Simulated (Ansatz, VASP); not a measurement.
Two plane-wave programs on GaN

INCAR

```
PREC     = Accurate       # precision mode
ENCUT    = 600            # plane-wave cutoff, eV
EDIFF    = 1E-6           # SCF threshold, eV
ISMEAR   = 0              # smearing method
SIGMA    = 0.01           # smearing width, eV
LREAL    = False          # projectors in reciprocal space
LASPH    = True           # aspherical terms in the spheres
NELM     = 120            # most SCF steps
ALGO     = Normal         # electronic algorithm
ISIF     = 2              # what is computed and relaxed
LWAVE    = False          # write WAVECAR
LCHARG   = False          # write CHGCAR
GGA      = PE             # functional
NBANDS   = 16             # bands
GGA_COMPAT= False
```

File KPOINTS:

```
Automatic mesh
0
Gamma
  5 5 5
```

POSCAR

```
GaN
1.0
    0.0000000000      2.2535000000      2.2535000000
    2.2535000000      0.0000000000      2.2535000000
    2.2535000000      2.2535000000      0.0000000000
Ga N
1 1
Direct
   -0.0001236830      0.0011031204      0.0017729194
    0.7506156632      0.7445089407      0.7411748369
```

Input for Ansatz:

```yaml
crystal:
  lattice:
    - [0.0, 2.2535, 2.2535]
    - [2.2535, 0.0, 2.2535]
    - [2.2535, 2.2535, 0.0]
  atoms:
    - { symbol: Ga, position: [-0.000123682980859552, 0.0011031204103229503, 0.0017729194065220183] }
    - { symbol: "N", position: [0.7506156631652485, 0.7445089407244112, 0.7411748368635459] }
basis:
  ecutwfc: 557.833418042754
kpoints:
  mp_grid:
    grid: [5, 5, 5]
hamiltonian:
  xc: pbe
  pseudopotentials:
    kind: paw
scf:
  occupations:
    method: fixed
output:
  forces: true
```

Alike in both runs: task single point; functional PBE; k mesh 5 × 5 × 5; no spin polarisation.

|  | VASP | Ansatz |
| --- | --- | --- |
| version | VASP 6.6.1 | Ansatz 0.2.0 |
| potentials or method | VASP PAW PBE potentials, release 64 (Ga_d, N), cutoff 600 eV | plane waves, PAW |
| occupations | gaussian, width 0.01 eV | fixed |
| valence electrons in the cell | 18 | 18 |

```csv
,VASP,Ansatz,Ansatz less VASP
rms of the force components (eV/Å),0.308,0.313,+0.0046
```

Atom by atom the forces differ by 0.005 eV/Å (rms over components).

The k mesh is coarse, so the values compare programs but aren't converged.
